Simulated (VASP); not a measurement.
# La (Pm-3m) in VASP: notebook

La is run at these levels: LDA; tasks: single point.

Program: VASP 6.6.1. These are calculated values, not measurements. Logs are shortened: lines on timing, memory, paths and dates and some standing lists are left out, and cuts for length are marked.

### Step 1. The cell of the first run

The structure is cubic, space group Pm-3m (No. 221). Conventional cell: a = 3.167 Å, b = 3.167 Å, c = 3.167 Å, α = 90.00°, β = 90.00°, γ = 90.00°. La (site symmetry m-3m) has 6 La at 3.17 Å within 4.2 Å.

This isn't the form of La at room conditions, which is double hcp.

### Step 2. Single point, LDA (31.76 Å³/atom)

Contents of INCAR:

```
PREC = Accurate ; ENCUT = 520
EDIFF = 1E-7 ; ISMEAR = -1
SIGMA = 0.1 ; LREAL = False
LASPH = True ; NELM = 60
ALGO = Normal ; ISIF = 2
LWAVE = False ; LCHARG = False
GGA = CA ; NBANDS = 12
```

Contents of KPOINTS:

```
Automatic mesh
0
Gamma
  11 11 11
```

Contents of POSCAR:

```
La
1.0
    3.1668823378      0.0000000000      0.0000000000
    0.0000000000      3.1668823378      0.0000000000
    0.0000000000      0.0000000000      3.1668823378
La
1
Direct
    0.0000000000      0.0000000000      0.0000000000
```

Potentials or basis: VASP PAW LDA potentials, release 64 (La).

Command:

```console
$ cat potpaw_LDA.64/La/POTCAR > POTCAR
$ mpirun -np 1 vasp_std > vasp.out
```

OUTCAR:

```text
PREC = Accurate
   ENCUT = 520
   EDIFF = 1E-7
   ISMEAR = -1
   LREAL = False
   LASPH = True
   NELM = 60
   ISIF = 2
   GGA = CA

 ion  position               nearest neighbor table
   1  0.000  0.000  0.000-

  LATTYP: Found a simple cubic cell.
 ALAT       =     3.1668823378

  Lattice vectors:

 A1 = (   3.1668823378,   0.0000000000,   0.0000000000)
 A2 = (   0.0000000000,   3.1668823378,   0.0000000000)
 A3 = (   0.0000000000,   0.0000000000,   3.1668823378)

Analysis of symmetry for initial positions (statically):
=====================================================================
 Subroutine PRICEL returns:
 Original cell was already a primitive cell.

 Routine SETGRP: Setting up the symmetry group for a
 simple cubic supercell.

 Subroutine GETGRP returns: Found 48 space group operations
 (whereof 48 operations were pure point group operations)
 out of a pool of 48 trial point group operations.

The static configuration has the point symmetry O_h .

Analysis of symmetry for dynamics (positions and initial velocities):
=====================================================================
 Subroutine PRICEL returns:
 Original cell was already a primitive cell.

 Routine SETGRP: Setting up the symmetry group for a
 simple cubic supercell.

 Subroutine GETGRP returns: Found 48 space group operations
 (whereof 48 operations were pure point group operations)
 out of a pool of 48 trial point group operations.

The dynamic configuration has the point symmetry O_h .

 Subroutine INISYM returns: Found 48 space group operations
 (whereof 48 operations are pure point group operations),
 and found     1 'primitive' translations

----------------------------------------------------------------------------------------

                                     Primitive cell

  volume of cell :      31.7611

  direct lattice vectors                    reciprocal lattice vectors
     3.166882338  0.000000000  0.000000000     0.315767968  0.000000000  0.000000000
     0.000000000  3.166882338  0.000000000     0.000000000  0.315767968  0.000000000
     0.000000000  0.000000000  3.166882338     0.000000000  0.000000000  0.315767968

  length of vectors
     3.166882338  3.166882338  3.166882338     0.315767968  0.315767968  0.315767968

  position of ions in fractional coordinates (direct lattice)
     0.000000000  0.000000000  0.000000000

  ion indices of the primitive-cell ions
[... 80 lines left out ...]
   ISIF   =      2    stress and relaxation
   ISYM   =      2    0-nonsym 1-usesym 2-fastsym
   POTIM  = 0.5000    time-step for ionic-motion
   TEBEG  =    0.0;   TEEND  =   0.0 temperature during run
   PSTRESS=    0.0 pullay stress
   NELECT =      11.0000    total number of electrons
   NUPDOWN=      -1.0000    fix difference up-down
   EMIN   =  10.00;   EMAX   =-10.00  energy-range for DOS
   EFERMI =   0.00;   METHOD = LEGACY
   ISMEAR =    -1;   SIGMA  =   0.10  broadening in eV -4-tet -1-fermi 0-gaus
   EFERMI_NEDOS =   21; number of points for ismear=-14 and -15
   IALGO  =     38    algorithm
   IMIX   =      4    mixing-type and parameters
     AMIX     =   0.40;   BMIX     =  1.00
     AMIX_MAG =   1.60;   BMIX_MAG =  1.00
  volume/ion in A,a.u.               =      31.76       214.33
  Fermi-wavevector in a.u.,A,eV,Ry     =   1.149672  2.172564 17.983429  1.321745
  Thomas-Fermi vector in A             =   2.286340
   LORBIT       =      0    0 simple, 1 ext, 2 COOP (PROOUT), +10 PAW based schemes
   GGA     = CA    functional components
   LHFCALC =     F    Hartree Fock is set to
   AEXX    =    0.0000 exact exchange contribution
   IVDW    =     0    specifies the selected vdW correction
   LEPSILON=     F    determine dielectric tensor
   LRPA    =     F    only Hartree local field effects (RPA)
 non-spin polarized calculation
  energy-cutoff  :      520.00
  volume of cell :       31.76
 maximum number of plane-waves:       874
 NGX is ok and might be reduce to    24
   NGX = 11   NGY = 11   NGZ = 11

 number of electron      10.9999999 magnetization

 Free energy of the ion-electron system (eV)
  ---------------------------------------------------
  ext. energy  EPLUGINS =         0.00000000
  ---------------------------------------------------
  free energy    TOTEN  =        -5.16885870 eV

  energy without entropy =       -5.10634856  energy(sigma->0) =       -5.13760363

 E-fermi :   9.0995     XC(G=0): -10.3508

 val. band max:        9.0902589414   @ k =   0.4545   0.0909   0.0000
 cond. band min:       9.1003532008   @ k =   0.3636   0.2727   0.2727
 fundamental gap:      0.0100942593
 Fermi energy:         9.0994917472

 k-point     1 :       0.0000    0.0000    0.0000
  band No.  band energies     occupation
      1     -23.8411      2.00000
      2      -6.1020      2.00000
      3      -6.1020      2.00000
      4      -6.1020      2.00000
      5       6.4372      2.00000
      6       7.7215      2.00000
      7       7.7215      2.00000
      8      11.1359      0.00000
      9      11.1359      0.00000
     10      11.1359      0.00000
     11      11.4398      0.00000
     12      11.4398      0.00000
[... 331 lines left out ...]
 k-point    24 :       0.2727    0.0909    0.0909
  band No.  band energies     occupation
      1     -23.5665      2.00000
      2      -7.7491      2.00000
      3      -6.1787      2.00000
      4      -6.1567      2.00000
      5       8.0762      1.99993
      6       8.6768      1.97122
      7      10.4137      0.00000
      8      10.7159      0.00000
      9      10.7943      0.00000
     10      11.1828      0.00000
     11      11.2840      0.00000
     12      11.6047      0.00000

 [... further k-points ...]

------------------------ aborting loop because EDIFF is reached ----------------------------------------

  FORCE on cell =-STRESS in cart. coord.  units (eV):
  Direction    XX          YY          ZZ          XY          YZ          ZX
  --------------------------------------------------------------------------------------
  -------------------------------------------------------------------------------------
  Total       -0.0463987     -0.0463987     -0.0463987     -0.0000000     -0.0000000      0.0000000
  in kB       -2.3405670     -2.3405670     -2.3405670     -0.0000000     -0.0000000      0.0000000
  external PRESSURE =      -2.3405670 kB  Pullay stress =       0.0000000 kB

 VOLUME and BASIS-vectors are now :
 -----------------------------------------------------------------------------
  energy-cutoff  :      520.00
  volume of cell :       31.76
      direct lattice vectors                 reciprocal lattice vectors
     3.166882338  0.000000000  0.000000000     0.315767968  0.000000000  0.000000000
     0.000000000  3.166882338  0.000000000     0.000000000  0.315767968  0.000000000
     0.000000000  0.000000000  3.166882338     0.000000000  0.000000000  0.315767968

 POSITION                                       TOTAL-FORCE (eV/Angst)
 -----------------------------------------------------------------------------------
      0.00000      0.00000      0.00000         0.000000      0.000000      0.000000
 -----------------------------------------------------------------------------------
    total drift:                                0.000000     -0.000000      0.000000

  FREE ENERGIE OF THE ION-ELECTRON SYSTEM (eV)
  ---------------------------------------------------
  free  energy   TOTEN  =        -5.1688586959 eV

  energy  without entropy=       -5.1063485590  energy(sigma->0) =       -5.13760363
```

OSZICAR:

```text
N       E                     dE             d eps       ncg     rms          rms(c)
DAV:   1     0.937875694147E+02    0.93788E+02   -0.38638E+03  1360   0.125E+03
DAV:   2     0.273421252522E+00   -0.93514E+02   -0.89286E+02  1768   0.183E+02
DAV:   3    -0.492808015693E+01   -0.52015E+01   -0.48983E+01  1900   0.748E+01
DAV:   4    -0.522480740385E+01   -0.29673E+00   -0.28619E+00  2452   0.113E+01
DAV:   5    -0.523557942990E+01   -0.10772E-01   -0.10701E-01  2352   0.213E+00    0.314E+00
DAV:   6    -0.519333481500E+01    0.42245E-01   -0.95843E-03  2432   0.104E+00    0.192E+00
DAV:   7    -0.516879573566E+01    0.24539E-01   -0.71406E-03  2432   0.635E-01    0.575E-02
DAV:   8    -0.516883490664E+01   -0.39171E-04   -0.75259E-04  2452   0.263E-01    0.206E-02
DAV:   9    -0.516884505376E+01   -0.10147E-04   -0.25587E-05  2064   0.316E-02    0.204E-02
DAV:  10    -0.516885827423E+01   -0.13220E-04   -0.18785E-05  2048   0.401E-02    0.336E-03
DAV:  11    -0.516885869411E+01   -0.41988E-06   -0.43146E-06  2416   0.126E-02    0.148E-03
DAV:  12    -0.516885869593E+01   -0.18231E-08   -0.20978E-07  2212   0.392E-03
   1 F= -.51688587E+01 E0= -.51376036E+01  d E =-.625101E-01
```

Wall time 30 s (1 thread of AMD EPYC 7R13, shared host); peak memory 0.12 GiB.

What came out:

```yaml
Free_energy: -5.1689 eV
Pressure: -0.2 GPa
Band_gap_on_the_k_mesh: zero (an odd number of electrons rules out a gap without spin polarisation)
```

Levels at points of the mesh, in eV from the Fermi level:
| k point | band 2 | band 3 | band 4 | band 5 | band 6 | band 7 | band 8 | band 9 | band 10 | band 11 |
| --- | --- | --- | --- | --- | --- | --- | --- | --- | --- | --- |
| (0.00, 0.00, 0.00) | -15.20 | -15.20 | -15.20 | -2.66 | -1.38 | -1.38 | 2.04 | 2.04 | 2.04 | 2.34 |

Caveat: spin-orbit coupling is left out, which moves the levels of the heavy elements.

### Step 3. Single point, LDA (33.03 Å³/atom)

This run uses another cell than the first one, of 33.03 Å³/atom.

Contents of INCAR:

```
  PREC = Accurate
  ENCUT = 520
  EDIFF = 1E-6
  ISMEAR = -1
  SIGMA = 0.1
  LREAL = F
  LASPH = T
  NELM = 80
  ALGO = Normal
  ISIF = 2
  LWAVE = F
  LCHARG = T
  GGA = CA
  LELF = T
  LVHAR = T
  NBANDS = 12
```

KPOINTS is that of step 2.

Contents of POSCAR:

```
La
1.0
    3.2085566213      0.0000000000      0.0000000000
    0.0000000000      3.2085566213      0.0000000000
    0.0000000000      0.0000000000      3.2085566213
La
1
Direct
    0.0000000000      0.0000000000      0.0000000000
```

Potentials or basis: VASP PAW LDA potentials, release 64 (La).

Command:

```console
$ cat potpaw_LDA.64/La/POTCAR > POTCAR
$ mpirun -np 1 vasp_std > vasp.out
```

OUTCAR:

```text
PREC = Accurate
   ENCUT = 520
   EDIFF = 1E-6
   ISMEAR = -1
   LREAL = F
   LASPH = T
   NELM = 80
   ISIF = 2
   GGA = CA

 ion  position               nearest neighbor table
   1  0.000  0.000  0.000-

  LATTYP: Found a simple cubic cell.
 ALAT       =     3.2085566213

  Lattice vectors:

 A1 = (   3.2085566213,   0.0000000000,   0.0000000000)
 A2 = (   0.0000000000,   3.2085566213,   0.0000000000)
 A3 = (   0.0000000000,   0.0000000000,   3.2085566213)

[... 536 lines left out ...]
     11      10.7692      0.00000
     12      11.0699      0.00000

 [... further k-points ...]

------------------------ aborting loop because EDIFF is reached ----------------------------------------

  FORCE on cell =-STRESS in cart. coord.  units (eV):
  Direction    XX          YY          ZZ          XY          YZ          ZX
  --------------------------------------------------------------------------------------
  -------------------------------------------------------------------------------------
  Total       -0.2626280     -0.2626280     -0.2626280      0.0000000     -0.0000000      0.0000000
  in kB      -12.7386251    -12.7386251    -12.7386251      0.0000000     -0.0000000      0.0000000
  external PRESSURE =     -12.7386251 kB  Pullay stress =       0.0000000 kB

 VOLUME and BASIS-vectors are now :
 -----------------------------------------------------------------------------
  energy-cutoff  :      520.00
  volume of cell :       33.03
      direct lattice vectors                 reciprocal lattice vectors
     3.208556621  0.000000000  0.000000000     0.311666621  0.000000000  0.000000000
     0.000000000  3.208556621  0.000000000     0.000000000  0.311666621  0.000000000
     0.000000000  0.000000000  3.208556621     0.000000000  0.000000000  0.311666621

 POSITION                                       TOTAL-FORCE (eV/Angst)
 -----------------------------------------------------------------------------------
      0.00000      0.00000      0.00000         0.000000      0.000000      0.000000
 -----------------------------------------------------------------------------------
    total drift:                               -0.000000      0.000000     -0.000000

  FREE ENERGIE OF THE ION-ELECTRON SYSTEM (eV)
  ---------------------------------------------------
  free  energy   TOTEN  =        -5.1628914607 eV

  energy  without entropy=       -5.0973515925  energy(sigma->0) =       -5.13012153
```

OSZICAR:

```text
N       E                     dE             d eps       ncg     rms          rms(c)
DAV:   1     0.929881102856E+02    0.92988E+02   -0.39975E+03  1360   0.124E+03
DAV:   2     0.816377213589E+00   -0.92172E+02   -0.88008E+02  1712   0.184E+02
DAV:   3    -0.486637711993E+01   -0.56828E+01   -0.53770E+01  1832   0.744E+01
DAV:   4    -0.520560026823E+01   -0.33922E+00   -0.33142E+00  2432   0.124E+01
DAV:   5    -0.522145132706E+01   -0.15851E-01   -0.15729E-01  2284   0.259E+00    0.294E+00
DAV:   6    -0.518445269878E+01    0.36999E-01   -0.10825E-02  2436   0.104E+00    0.180E+00
DAV:   7    -0.516284134423E+01    0.21611E-01   -0.63139E-03  2392   0.601E-01    0.537E-02
DAV:   8    -0.516286799965E+01   -0.26655E-04   -0.75246E-04  2456   0.260E-01    0.191E-02
DAV:   9    -0.516287886656E+01   -0.10867E-04   -0.24590E-05  2064   0.306E-02    0.186E-02
DAV:  10    -0.516289104524E+01   -0.12179E-04   -0.17646E-05  2100   0.363E-02    0.195E-03
DAV:  11    -0.516289146074E+01   -0.41550E-06   -0.30542E-06  2240   0.105E-02
   1 F= -.51628915E+01 E0= -.51301215E+01  d E =-.655399E-01
```

Wall time 35 s (1 thread of AMD EPYC 7R13, shared host); peak memory 0.12 GiB.

Results:

| Quantity | Value |
| --- | --- |
| Free energy | -5.1629 eV |
| Pressure | -1.3 GPa |
| Band gap on the k mesh | zero (an odd number of electrons rules out a gap without spin polarisation) |

Caveat: spin-orbit coupling is left out, which moves the levels of the heavy elements.

(Part 1 of 2 ends here.)
